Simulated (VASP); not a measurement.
# NaMgI3 in VASP: further runs, part 3 of 3

VASP 6.6.1. Earlier steps stand in the parts before.

### 6 Single point, PBE (epitaxial xy strain -0.5%)

INCAR reads:

```
PREC = Accurate ; ENCUT = 520
EDIFF = 1E-6 ; ISMEAR = -1
SIGMA = 0.02 ; LREAL = False
LASPH = True ; NELM = 100
ALGO = Normal ; ISIF = 2
LWAVE = False ; LCHARG = False
GGA = PE ; NBANDS = 23
```

KPOINTS reads:

```
regular mesh
0
Gamma
  4 4 4
```

POSCAR reads:

```
NaMgI3
1.0
    5.7593869811      0.0000000000      0.0000000000
    0.0000000000      5.7593869811      0.0000000000
    0.0000000000      0.0000000000      5.8027994458
Na Mg I
1 1 3
Direct
    0.0000000000      0.0000000000      0.0000000000
    0.5000000000      0.5000000000      0.5000000000
    0.5000000000      0.5000000000      0.0000000000
    0.5000000000      0.0000000000      0.5000000000
    0.0000000000      0.5000000000      0.5000000000
```

Potentials or basis: VASP PAW PBE potentials, release 64 (Na_pv, Mg, I).

On the command line:

```console
$ cat potpaw_PBE.64/Na_pv/POTCAR potpaw_PBE.64/Mg/POTCAR potpaw_PBE.64/I/POTCAR > POTCAR
$ mpirun -np 1 vasp_std > vasp.out
```

OUTCAR:

```text
PREC = Accurate
   ENCUT = 520
   EDIFF = 1E-6
   ISMEAR = -1
   LREAL = False
   LASPH = True
   NELM = 100
   ISIF = 2
   GGA = PE

 ion  position               nearest neighbor table
   1  0.000  0.000  0.000-
   2  0.500  0.500  0.500-   4 2.88   5 2.88   4 2.88   5 2.88   3 2.90   3 2.90
   3  0.500  0.500  0.000-   2 2.90   2 2.90
   4  0.500  0.000  0.500-   2 2.88   2 2.88
   5  0.000  0.500  0.500-   2 2.88   2 2.88

  LATTYP: Found a simple tetragonal cell.
 ALAT       =     5.7593869811
 C/A-ratio  =     1.0075376884

  Lattice vectors:

 A1 = (   5.7593869811,   0.0000000000,   0.0000000000)
 A2 = (   0.0000000000,   5.7593869811,   0.0000000000)
 A3 = (   0.0000000000,   0.0000000000,   5.8027994458)

Analysis of symmetry for initial positions (statically):
=====================================================================
 Subroutine PRICEL returns:
 Original cell was already a primitive cell.

 Routine SETGRP: Setting up the symmetry group for a
 simple tetragonal supercell.

 Subroutine GETGRP returns: Found 16 space group operations
 (whereof 16 operations were pure point group operations)
 out of a pool of 16 trial point group operations.

The static configuration has the point symmetry D_4h.

Analysis of symmetry for dynamics (positions and initial velocities):
=====================================================================
 Subroutine PRICEL returns:
 Original cell was already a primitive cell.

 Routine SETGRP: Setting up the symmetry group for a
 simple tetragonal supercell.

 Subroutine GETGRP returns: Found 16 space group operations
 (whereof 16 operations were pure point group operations)
 out of a pool of 16 trial point group operations.

The dynamic configuration has the point symmetry D_4h.

 Subroutine INISYM returns: Found 16 space group operations
 (whereof 16 operations are pure point group operations),
 and found     1 'primitive' translations

----------------------------------------------------------------------------------------

                                     Primitive cell

  volume of cell :     192.4820

  direct lattice vectors                    reciprocal lattice vectors
     5.759386981  0.000000000  0.000000000     0.173629590  0.000000000  0.000000000
     0.000000000  5.759386981  0.000000000     0.000000000  0.173629590  0.000000000
     0.000000000  0.000000000  5.802799446     0.000000000  0.000000000  0.172330615

  length of vectors
     5.759386981  5.759386981  5.802799446     0.173629590  0.173629590  0.172330615

  position of ions in fractional coordinates (direct lattice)
     0.000000000  0.000000000  0.000000000
     0.500000000  0.500000000  0.500000000
     0.500000000  0.500000000  0.000000000
     0.500000000  0.000000000  0.500000000
     0.000000000  0.500000000  0.500000000

  ion indices of the primitive-cell ions
   primitive index   ion index
                 1           1
                 2           2
                 3           3
                 4           4
                 5           5

----------------------------------------------------------------------------------------

 KPOINTS: regular mesh

Automatic generation of k-mesh.
 Grid dimensions read from file:
 generate k-points for:    4    4    4

 Generating k-lattice:

  Cartesian coordinates                     Fractional coordinates (reciprocal lattice)
     0.043407397  0.000000000  0.000000000     0.250000000  0.000000000  0.000000000
     0.000000000  0.043407397  0.000000000     0.000000000  0.250000000  0.000000000
     0.000000000  0.000000000  0.043082654     0.000000000  0.000000000  0.250000000

  Length of vectors
     0.043407397  0.043407397  0.043082654

  Shift w.r.t. Gamma in fractional coordinates (k-lattice)
     0.000000000  0.000000000  0.000000000

 Subroutine IBZKPT returns following result:
 ===========================================

 Found     18 irreducible k-points:

 Following reciprocal coordinates:
            Coordinates               Weight
  0.000000  0.000000  0.000000      1.000000
  0.250000  0.000000  0.000000      4.000000
  0.500000  0.000000  0.000000      2.000000
  0.250000  0.250000  0.000000      4.000000
  0.500000  0.250000  0.000000      4.000000
  0.500000  0.500000  0.000000      1.000000
[... 10 lines left out ...]
  0.500000  0.250000  0.500000      4.000000
  0.500000  0.500000  0.500000      1.000000
   k-points           NKPTS =     18   k-points in BZ     NKDIM =     18   number of bands    NBANDS=     23
   number of dos      NEDOS =    301   number of ions     NIONS =      5
   total plane-waves  NPLWV = 110592
   dimension x,y,z NGX =    48 NGY =   48 NGZ =   48
   dimension x,y,z NGXF=    96 NGYF=   96 NGZF=   96
   ions per type =               1   1   3
   NGX,Y,Z   is equivalent  to a cutoff of  13.86, 13.86, 13.75 a.u.
   NGXF,Y,Z  is equivalent  to a cutoff of  27.71, 27.71, 27.50 a.u.
 SYSTEM =  unknown system
   PREC   = accura    normal or accurate (medium, high low for compatibility)
   ISTART =      0    job   : 0-new  1-cont  2-samecut
   ICHARG =      2    charge: 1-file 2-atom 10-const
   ISPIN  =      1    spin polarized calculation?
   LNONCOLLINEAR =      F non collinear calculations
   LSORBIT =      F    spin-orbit coupling
   LASPH  =      T    aspherical Exc in radial PAW
   ENCUT  =  520.0 eV  38.22 Ry    6.18 a.u.  10.71 10.71 10.79*2*pi/ulx,y,z
   NELM   =    100;   NELMIN=  2; NELMDL= -5     # of ELM steps
   EDIFF  = 0.1E-05   stopping-criterion for ELM
   LREAL  =      F    real-space projection
   EDIFFG = 0.1E-04   stopping-criterion for IOM
   NSW    =      0    number of steps for IOM
   IBRION =     -1    ionic relax: 0-MD 1-quasi-New 2-CG
   NFREE  =      0    steps in history (QN), initial steepest desc. (CG)
   ISIF   =      2    stress and relaxation
   ISYM   =      2    0-nonsym 1-usesym 2-fastsym
   POTIM  = 0.5000    time-step for ionic-motion
   TEBEG  =    0.0;   TEEND  =   0.0 temperature during run
   PSTRESS=    0.0 pullay stress
   NELECT =      30.0000    total number of electrons
   NUPDOWN=      -1.0000    fix difference up-down
   EMIN   =  10.00;   EMAX   =-10.00  energy-range for DOS
   EFERMI =   0.00;   METHOD = LEGACY
   ISMEAR =    -1;   SIGMA  =   0.02  broadening in eV -4-tet -1-fermi 0-gaus
   EFERMI_NEDOS =   21; number of points for ismear=-14 and -15
   IALGO  =     38    algorithm
   IMIX   =      4    mixing-type and parameters
     AMIX     =   0.40;   BMIX     =  1.00
     AMIX_MAG =   1.60;   BMIX_MAG =  1.00
  volume/ion in A,a.u.               =      38.50       259.79
  Fermi-wavevector in a.u.,A,eV,Ry     =   0.881019  1.664884 10.560764  0.776194
  Thomas-Fermi vector in A             =   2.001458
   LORBIT       =      0    0 simple, 1 ext, 2 COOP (PROOUT), +10 PAW based schemes
   GGA     = PE    functional components
   LHFCALC =     F    Hartree Fock is set to
   AEXX    =    0.0000 exact exchange contribution
   IVDW    =     0    specifies the selected vdW correction
   LEPSILON=     F    determine dielectric tensor
   LRPA    =     F    only Hartree local field effects (RPA)
 non-spin polarized calculation
  energy-cutoff  :      520.00
  volume of cell :      192.48
 maximum number of plane-waves:      5232
 NGX is ok and might be reduce to    48
   NGX = 21   NGY = 21   NGZ = 21

 number of electron      30.0000006 magnetization

 Free energy of the ion-electron system (eV)
  ---------------------------------------------------
  ext. energy  EPLUGINS =         0.00000000
  ---------------------------------------------------
  free energy    TOTEN  =       -12.08331934 eV

  energy without entropy =      -12.08331934  energy(sigma->0) =      -12.08331934

 E-fermi :   2.0449     XC(G=0):  -7.4649

 val. band max:        1.5614610405   @ k =   0.5000   0.5000   0.5000
 cond. band min:       2.7429576483   @ k =   0.0000   0.0000   0.0000
 fundamental gap:      1.1814966078
 Fermi energy:         2.0448757495

 k-point     1 :       0.0000    0.0000    0.0000
  band No.  band energies     occupation
      1     -22.9700      2.00000
      2     -22.9697      2.00000
      3     -22.9697      2.00000
      4     -10.5115      2.00000
      5      -9.6448      2.00000
      6      -9.6408      2.00000
[... 457 lines left out ...]
     22       8.9579      0.00000
     23       8.9628      0.00000

------------------------ aborting loop because EDIFF is reached ----------------------------------------

  FORCE on cell =-STRESS in cart. coord.  units (eV):
  Direction    XX          YY          ZZ          XY          YZ          ZX
  --------------------------------------------------------------------------------------
  -------------------------------------------------------------------------------------
  Total        0.5553943      0.5553943      0.3480352      0.0000000     -0.0000000      0.0000000
  in kB        4.6229786      4.6229786      2.8969678      0.0000000     -0.0000000      0.0000000
  external PRESSURE =       4.0476417 kB  Pullay stress =       0.0000000 kB

 VOLUME and BASIS-vectors are now :
 -----------------------------------------------------------------------------
  energy-cutoff  :      520.00
  volume of cell :      192.48
      direct lattice vectors                 reciprocal lattice vectors
     5.759386981  0.000000000  0.000000000     0.173629590  0.000000000  0.000000000
     0.000000000  5.759386981  0.000000000     0.000000000  0.173629590  0.000000000
     0.000000000  0.000000000  5.802799446     0.000000000  0.000000000  0.172330615

 POSITION                                       TOTAL-FORCE (eV/Angst)
 -----------------------------------------------------------------------------------
      0.00000      0.00000      0.00000         0.000000      0.000000      0.000000
      2.87969      2.87969      2.90140         0.000000      0.000000      0.000000
      2.87969      2.87969      0.00000         0.000000      0.000000      0.000000
      2.87969      0.00000      2.90140         0.000000      0.000000      0.000000
      0.00000      2.87969      2.90140         0.000000      0.000000      0.000000
 -----------------------------------------------------------------------------------
    total drift:                               -0.000000     -0.000000     -0.000000

  FREE ENERGIE OF THE ION-ELECTRON SYSTEM (eV)
  ---------------------------------------------------
  free  energy   TOTEN  =       -12.0833193439 eV

  energy  without entropy=      -12.0833193439  energy(sigma->0) =      -12.08331934
```

OSZICAR:

```text
N       E                     dE             d eps       ncg     rms          rms(c)
DAV:   1     0.193140256230E+03    0.19314E+03   -0.11745E+04   828   0.107E+03
DAV:   2     0.566958789172E+01   -0.18747E+03   -0.17842E+03  1068   0.218E+02
DAV:   3    -0.120649806853E+02   -0.17735E+02   -0.17598E+02  1059   0.714E+01
DAV:   4    -0.125725157718E+02   -0.50754E+00   -0.50726E+00  1075   0.137E+01
DAV:   5    -0.125871126891E+02   -0.14597E-01   -0.14596E-01  1103   0.231E+00    0.382E+00
DAV:   6    -0.122065664404E+02    0.38055E+00   -0.38373E-01   989   0.250E+00    0.263E+00
DAV:   7    -0.120884211736E+02    0.11815E+00   -0.35548E-01   984   0.239E+00    0.116E+00
DAV:   8    -0.120835052460E+02    0.49159E-02   -0.24432E-02   919   0.878E-01    0.208E-01
DAV:   9    -0.120833179434E+02    0.18730E-03   -0.68283E-04  1132   0.165E-01    0.908E-02
DAV:  10    -0.120833159920E+02    0.19514E-05   -0.98932E-04   954   0.177E-01    0.107E-02
DAV:  11    -0.120833186384E+02   -0.26463E-05   -0.25902E-05  1138   0.336E-02    0.573E-03
DAV:  12    -0.120833193439E+02   -0.70555E-06   -0.17385E-06   880   0.885E-03
   1 F= -.12083319E+02 E0= -.12083319E+02  d E =-.241956E-11
```

stdout:

```text
POSCAR found type information on POSCAR NaMgI
 POSCAR found :  3 types and       5 ions
 scaLAPACK will be used
 LDA part: xc-table for (Slater+PW92), standard interpolation
 POSCAR, INCAR and KPOINTS ok, starting setup
 FFT: planning ... GRIDC
 FFT: planning ... GRID_SOFT
 FFT: planning ... GRID
 WAVECAR not read
 entering main loop
```

It took 46 s on 1 thread of Intel Xeon 6975P-C (Granite Rapids), shared host; peak memory 0.35 GiB.

Results:

- Free energy: -12.0833 eV
- Pressure: 0.4 GPa
- Band gap on the k mesh: 1.18 eV (least direct gap 1.74 eV)

Stress tensor (GPa, compression positive):
```
0.46 0.00 0.00
0.00 0.46 0.00
0.00 0.00 0.29
```

Caveat: the cell differs from its parent crystal (epitaxial xy strain -0.5%); spin-orbit coupling is left out, which moves the levels of the heavy elements.

### 7 The runs side by side

| level | cell | smearing | gap on the mesh (eV) | pressure (GPa) |
| --- | --- | --- | --- | --- |
| r2SCAN | a = 5.759 Å, 5 atoms | gaussian 0.01 eV | 1.79 | 0.2 |
| r2SCAN | a = 5.788 Å, 5 atoms | gaussian 0.01 eV | 1.79 | -0.1 |
| r2SCAN | a = 5.846 Å, 5 atoms | gaussian 0.01 eV | 1.76 | -0.7 |
| PBE | a = 5.673, b = 5.788, c = 5.788 Å, 5 atoms | fermi-dirac 0.02 eV | 1.19 | 0.7 |
| PBE | a = 5.759, b = 5.759, c = 5.803 Å, 5 atoms | fermi-dirac 0.02 eV | 1.18 | 0.4 |

Alike in all rows: task single point; potentials or basis VASP PAW PBE potentials, release 64 (Na_pv, Mg, I); no spin polarisation; k mesh 4 × 4 × 4; cutoff (eV) 520.

Caveats: spin-orbit coupling is left out, which moves the levels of the heavy elements; the PAW data sets were made with another functional, which shifts forces and pressure a little (at least some runs).

Total energies depend on the potentials used, so only differences within one code and one set of settings carry meaning.
